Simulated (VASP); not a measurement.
# K (Im-3m) in VASP: single point with PBEsol

Aim: the single point of K with PBEsol.

All numbers are computed with VASP 6.6.1; they aren't measurements. Logs are shortened: lines on timing, memory, paths and dates and some standing lists are left out, and cuts for length are marked.

**1. The cell of the first run**

The structure is cubic, space group Im-3m (No. 229). Conventional cell: a = 5.339 Å, b = 5.339 Å, c = 5.339 Å, α = 90.00°, β = 90.00°, γ = 90.00°.

**2. Single point, PBEsol (76.08 Å³/atom)**

INCAR reads:

```
SYSTEM = K
ALGO = Normal
EDIFF = 1E-7
ENCUT = 520
GGA = PS
ISIF = 2
ISMEAR = -1
LASPH = .TRUE.
LCHARG = .TRUE.
LELF = .TRUE.
LREAL = .FALSE.
LVHAR = .TRUE.
LWAVE = .FALSE.
NBANDS = 10
NELM = 100
PREC = Accurate
SIGMA = 0.08
```

KPOINTS reads:

```
k-points
0
G
  10 10 10
  0 0 0
```

POSCAR reads:

```
K
1.0
   -2.6693463691      2.6693463691      2.6693463691
    2.6693463691     -2.6693463691      2.6693463691
    2.6693463691      2.6693463691     -2.6693463691
K
1
Direct
    0.0000000000      0.0000000000      0.0000000000
```

Potentials or basis: VASP PAW PBE potentials, release 64 (K_sv).

Command:

```
cat potpaw_PBE.64/K_sv/POTCAR > POTCAR
mpirun -np 1 vasp_std > vasp.out
```

OUTCAR:

```text
SYSTEM = K
   EDIFF = 1E-7
   ENCUT = 520
   GGA = PS
   ISIF = 2
   ISMEAR = -1
   LASPH = .TRUE.
   LREAL = .FALSE.
   NELM = 100
   PREC = Accurate

 ion  position               nearest neighbor table
   1  0.000  0.000  0.000-

  LATTYP: Found a body centered cubic cell.
 ALAT       =     5.3386927382

  Lattice vectors:

 A1 = (  -2.6693463691,   2.6693463691,   2.6693463691)
 A2 = (   2.6693463691,  -2.6693463691,   2.6693463691)
 A3 = (   2.6693463691,   2.6693463691,  -2.6693463691)

Analysis of symmetry for initial positions (statically):
=====================================================================
 Subroutine PRICEL returns:
 Original cell was already a primitive cell.

 Routine SETGRP: Setting up the symmetry group for a
 body centered cubic supercell.

 Subroutine GETGRP returns: Found 48 space group operations
 (whereof 48 operations were pure point group operations)
 out of a pool of 48 trial point group operations.

The static configuration has the point symmetry O_h .

Analysis of symmetry for dynamics (positions and initial velocities):
=====================================================================
 Subroutine PRICEL returns:
 Original cell was already a primitive cell.

 Routine SETGRP: Setting up the symmetry group for a
 body centered cubic supercell.

 Subroutine GETGRP returns: Found 48 space group operations
 (whereof 48 operations were pure point group operations)
 out of a pool of 48 trial point group operations.

The dynamic configuration has the point symmetry O_h .

 Subroutine INISYM returns: Found 48 space group operations
 (whereof 48 operations are pure point group operations),
 and found     1 'primitive' translations

----------------------------------------------------------------------------------------

                                     Primitive cell

  volume of cell :      76.0807

  direct lattice vectors                    reciprocal lattice vectors
    -2.669346369  2.669346369  2.669346369     0.000000000  0.187311773  0.187311773
     2.669346369 -2.669346369  2.669346369     0.187311773  0.000000000  0.187311773
     2.669346369  2.669346369 -2.669346369     0.187311773  0.187311773  0.000000000

  length of vectors
     4.623443534  4.623443534  4.623443534     0.264898849  0.264898849  0.264898849

  position of ions in fractional coordinates (direct lattice)
     0.000000000  0.000000000  0.000000000

  ion indices of the primitive-cell ions
   primitive index   ion index
                 1           1

----------------------------------------------------------------------------------------

 KPOINTS: k-points

Automatic generation of k-mesh.
 Grid dimensions read from file:
 generate k-points for:   10   10   10

 Generating k-lattice:

  Cartesian coordinates                     Fractional coordinates (reciprocal lattice)
     0.000000000  0.018731177  0.018731177     0.100000000  0.000000000  0.000000000
     0.018731177  0.000000000  0.018731177     0.000000000  0.100000000  0.000000000
     0.018731177  0.018731177  0.000000000     0.000000000  0.000000000  0.100000000

  Length of vectors
     0.026489885  0.026489885  0.026489885

  Shift w.r.t. Gamma in fractional coordinates (k-lattice)
     0.000000000  0.000000000  0.000000000

 Subroutine IBZKPT returns following result:
 ===========================================

 Found     47 irreducible k-points:

 Following reciprocal coordinates:
            Coordinates               Weight
  0.000000  0.000000  0.000000      1.000000
  0.100000  0.000000  0.000000     12.000000
  0.200000  0.000000  0.000000     12.000000
  0.300000  0.000000  0.000000     12.000000
  0.400000  0.000000  0.000000     12.000000
  0.500000  0.000000  0.000000      6.000000
[... 16 lines left out ...]
  0.300000  0.300000  0.100000      8.000000
 -0.300000  0.300000  0.100000     24.000000
 [... further k-points ...]
   k-points           NKPTS =     47   k-points in BZ     NKDIM =     47   number of bands    NBANDS=     10
   number of dos      NEDOS =    301   number of ions     NIONS =      1
   total plane-waves  NPLWV =  46656
   dimension x,y,z NGX =    36 NGY =   36 NGZ =   36
   dimension x,y,z NGXF=    72 NGYF=   72 NGZF=   72
   ions per type =               1
   NGX,Y,Z   is equivalent  to a cutoff of  12.94, 12.94, 12.94 a.u.
   NGXF,Y,Z  is equivalent  to a cutoff of  25.89, 25.89, 25.89 a.u.
 SYSTEM =  K
   PREC   = accura    normal or accurate (medium, high low for compatibility)
   ISTART =      0    job   : 0-new  1-cont  2-samecut
   ICHARG =      2    charge: 1-file 2-atom 10-const
   ISPIN  =      1    spin polarized calculation?
   LNONCOLLINEAR =      F non collinear calculations
   LSORBIT =      F    spin-orbit coupling
   LASPH  =      T    aspherical Exc in radial PAW
   ENCUT  =  520.0 eV  38.22 Ry    6.18 a.u.   8.60  8.60  8.60*2*pi/ulx,y,z
   NELM   =    100;   NELMIN=  2; NELMDL= -5     # of ELM steps
   EDIFF  = 0.1E-06   stopping-criterion for ELM
   LREAL  =      F    real-space projection
   EDIFFG = 0.1E-05   stopping-criterion for IOM
   NSW    =      0    number of steps for IOM
   IBRION =     -1    ionic relax: 0-MD 1-quasi-New 2-CG
   NFREE  =      0    steps in history (QN), initial steepest desc. (CG)
   ISIF   =      2    stress and relaxation
   ISYM   =      2    0-nonsym 1-usesym 2-fastsym
   POTIM  = 0.5000    time-step for ionic-motion
   TEBEG  =    0.0;   TEEND  =   0.0 temperature during run
   PSTRESS=    0.0 pullay stress
   NELECT =       9.0000    total number of electrons
   NUPDOWN=      -1.0000    fix difference up-down
   EMIN   =  10.00;   EMAX   =-10.00  energy-range for DOS
   EFERMI =   0.00;   METHOD = LEGACY
   ISMEAR =    -1;   SIGMA  =   0.08  broadening in eV -4-tet -1-fermi 0-gaus
   EFERMI_NEDOS =   21; number of points for ismear=-14 and -15
   IALGO  =     38    algorithm
   IMIX   =      4    mixing-type and parameters
     AMIX     =   0.40;   BMIX     =  1.00
     AMIX_MAG =   1.60;   BMIX_MAG =  1.00
  volume/ion in A,a.u.               =      76.08       513.42
  Fermi-wavevector in a.u.,A,eV,Ry     =   0.803645  1.518668  8.787252  0.645845
  Thomas-Fermi vector in A             =   1.911551
   LORBIT       =      0    0 simple, 1 ext, 2 COOP (PROOUT), +10 PAW based schemes
   GGA     = PS    functional components
   LHFCALC =     F    Hartree Fock is set to
   AEXX    =    0.0000 exact exchange contribution
   IVDW    =     0    specifies the selected vdW correction
   LEPSILON=     F    determine dielectric tensor
   LRPA    =     F    only Hartree local field effects (RPA)
 non-spin polarized calculation
  energy-cutoff  :      520.00
  volume of cell :       76.08
 maximum number of plane-waves:      2093
 NGX is ok and might be reduce to    36
   NGX = 17   NGY = 17   NGZ = 17

 number of electron       9.0000001 magnetization

 Free energy of the ion-electron system (eV)
  ---------------------------------------------------
  ext. energy  EPLUGINS =         0.00000000
  ---------------------------------------------------
  free energy    TOTEN  =        -1.13653474 eV

  energy without entropy =       -1.11806861  energy(sigma->0) =       -1.12730167

 E-fermi :  -0.2386     XC(G=0):  -5.6129

 val. band max:       -0.2479816194   @ k =   0.3000   0.2000   0.0000
 cond. band min:      -0.1536110261   @ k =  -0.4000   0.4000   0.2000
 fundamental gap:      0.0943705933
 Fermi energy:        -0.2386387557

 k-point     1 :       0.0000    0.0000    0.0000
  band No.  band energies     occupation
      1     -32.2536      2.00000
      2     -15.7655      2.00000
      3     -15.7655      2.00000
      4     -15.7655      2.00000
      5      -2.3475      2.00000
      6       4.0251      0.00000
      7       4.0251      0.00000
      8       4.0251      0.00000
      9       4.9242      0.00000
     10       4.9242      0.00000

 k-point     2 :       0.1000    0.0000    0.0000
  band No.  band energies     occupation
      1     -32.2532      2.00000
      2     -15.7714      2.00000
      3     -15.7675      2.00000
      4     -15.7655      2.00000
      5      -2.2266      2.00000
      6       3.8256      0.00000
      7       3.8684      0.00000
      8       4.1196      0.00000
      9       4.7312      0.00000
     10       4.8919      0.00000

 k-point     3 :       0.2000    0.0000    0.0000
  band No.  band energies     occupation
      1     -32.2524      2.00000
      2     -15.7867      2.00000
      3     -15.7726      2.00000
      4     -15.7654      2.00000
      5      -1.8712      2.00000
      6       3.1184      0.00000
      7       3.5338      0.00000
      8       4.3993      0.00000
      9       4.6985      0.00000
     10       4.8570      0.00000

 k-point     4 :       0.3000    0.0000    0.0000
  band No.  band energies     occupation
      1     -32.2513      2.00000
      2     -15.8054      2.00000
      3     -15.7790      2.00000
      4     -15.7654      2.00000
      5      -1.3033      2.00000
      6       2.2092      0.00000
      7       3.2094      0.00000
      8       4.7621      0.00000
      9       4.8517      0.00000
     10       4.9168      0.00000

 k-point     5 :       0.4000    0.0000    0.0000
  band No.  band energies     occupation
      1     -32.2504      2.00000
      2     -15.8204      2.00000
      3     -15.7842      2.00000
      4     -15.7653      2.00000
      5      -0.5602      1.96472
      6       1.2653      0.00000
      7       2.9904      0.00000
      8       4.6621      0.00000
      9       5.1263      0.00000
     10       5.4547      0.00000

 k-point     6 :       0.5000    0.0000    0.0000
  band No.  band energies     occupation
      1     -32.2500      2.00000
      2     -15.8261      2.00000
      3     -15.7861      2.00000
      4     -15.7653      2.00000
      5       0.2081      0.00748
      6       0.4319      0.00046
      7       2.9142      0.00000
      8       4.5644      0.00000
      9       5.4444      0.00000
     10       5.5875      0.00000

 k-point     7 :       0.1000    0.1000    0.0000
  band No.  band energies     occupation
      1     -32.2526      2.00000
      2     -15.7819      2.00000
      3     -15.7696      2.00000
      4     -15.7669      2.00000
      5      -1.9884      2.00000
      6       3.4257      0.00000
      7       3.5532      0.00000
      8       4.2916      0.00000
      9       4.5618      0.00000
     10       4.9966      0.00000

 k-point     8 :       0.2000    0.1000    0.0000
  band No.  band energies     occupation
      1     -32.2516      2.00000
      2     -15.7980      2.00000
      3     -15.7758      2.00000
      4     -15.7674      2.00000
      5      -1.5262      2.00000
      6       2.6675      0.00000
      7       3.1771      0.00000
      8       4.5505      0.00000
      9       4.6148      0.00000
     10       5.1338      0.00000

 k-point     9 :       0.3000    0.1000   -0.0000
  band No.  band energies     occupation
      1     -32.2506      2.00000
      2     -15.8135      2.00000
      3     -15.7827      2.00000
      4     -15.7675      2.00000
      5      -0.8688      1.99924
      6       1.7765      0.00000
      7       2.9008      0.00000
      8       4.5349      0.00000
      9       4.9926      0.00000
     10       5.2686      0.00000
[... 118 lines left out ...]
 k-point    19 :      -0.1000    0.1000    0.1000
  band No.  band energies     occupation
      1     -32.2529      2.00000
      2     -15.7729      2.00000
      3     -15.7695      2.00000
      4     -15.7695      2.00000
      5      -2.1068      2.00000
      6       3.7761      0.00000
      7       3.7761      0.00000
      8       4.1704      0.00000
      9       4.2236      0.00000
     10       5.1204      0.00000

 k-point    20 :       0.2000    0.2000    0.1000
  band No.  band energies     occupation
      1     -32.2503      2.00000
      2     -15.8138      2.00000
      3     -15.7838      2.00000
      4     -15.7746      2.00000
      5      -0.4463      1.86117
      6       1.8307      0.00000
      7       2.1364      0.00000
      8       4.0500      0.00000
      9       5.1549      0.00000
     10       5.3929      0.00000

 k-point    21 :       0.3000    0.2000    0.1000
  band No.  band energies     occupation
      1     -32.2499      2.00000
      2     -15.8133      2.00000
      3     -15.7924      2.00000
      4     -15.7760      2.00000
      5       0.3286      0.00167
      6       1.1493      0.00000
      7       1.9027      0.00000
      8       3.6666      0.00000
      9       5.2846      0.00000
     10       5.4649      0.00000

 k-point    22 :      -0.2000    0.2000    0.1000
  band No.  band energies     occupation
      1     -32.2520      2.00000
      2     -15.7866      2.00000
      3     -15.7747      2.00000
      4     -15.7703      2.00000
      5      -1.7547      2.00000
      6       3.1573      0.00000
      7       3.5017      0.00000
      8       4.0396      0.00000
      9       4.4232      0.00000
     10       5.2676      0.00000

 k-point    23 :       0.3000    0.3000    0.1000
  band No.  band energies     occupation
      1     -32.2498      2.00000
      2     -15.8034      2.00000
      3     -15.8034      2.00000
      4     -15.7780      2.00000
      5       0.9951      0.00000
      6       0.9951      0.00000
      7       1.3528      0.00000
      8       3.4355      0.00000
      9       5.3822      0.00000
     10       5.3822      0.00000

 k-point    24 :      -0.3000    0.3000    0.1000
  band No.  band energies     occupation
      1     -32.2510      2.00000
      2     -15.8046      2.00000
      3     -15.7811      2.00000
      4     -15.7700      2.00000
      5      -1.1920      1.99999
      6       2.2616      0.00000
      7       3.2109      0.00000
      8       4.0775      0.00000
      9       4.8627      0.00000
     10       5.2876      0.00000

 [... further k-points ...]
[... 5 lines left out ...]
  --------------------------------------------------------------------------------------
  -------------------------------------------------------------------------------------
  Total       -0.1089139     -0.1089139     -0.1089139      0.0000000     -0.0000000      0.0000000
  in kB       -2.2936076     -2.2936076     -2.2936076      0.0000000     -0.0000000      0.0000000
  external PRESSURE =      -2.2936076 kB  Pullay stress =       0.0000000 kB

 VOLUME and BASIS-vectors are now :
 -----------------------------------------------------------------------------
  energy-cutoff  :      520.00
  volume of cell :       76.08
      direct lattice vectors                 reciprocal lattice vectors
    -2.669346369  2.669346369  2.669346369     0.000000000  0.187311773  0.187311773
     2.669346369 -2.669346369  2.669346369     0.187311773  0.000000000  0.187311773
     2.669346369  2.669346369 -2.669346369     0.187311773  0.187311773  0.000000000

 POSITION                                       TOTAL-FORCE (eV/Angst)
 -----------------------------------------------------------------------------------
      0.00000      0.00000      0.00000         0.000000      0.000000     -0.000000
 -----------------------------------------------------------------------------------
    total drift:                               -0.000000     -0.000000      0.000000

  FREE ENERGIE OF THE ION-ELECTRON SYSTEM (eV)
  ---------------------------------------------------
  free  energy   TOTEN  =        -1.1365347357 eV

  energy  without entropy=       -1.1180686139  energy(sigma->0) =       -1.12730167
```

It took 59 s on 1 thread of AMD EPYC 7R13, shared host; peak memory 0.18 GiB.

What came out:

```yaml
Free_energy: -1.1365 eV
Pressure: -0.2 GPa
Band_gap_on_the_k_mesh: zero (an odd number of electrons rules out a gap without spin polarisation)
```

Caveat: the PAW data sets were made with another functional, which shifts forces and pressure a little.
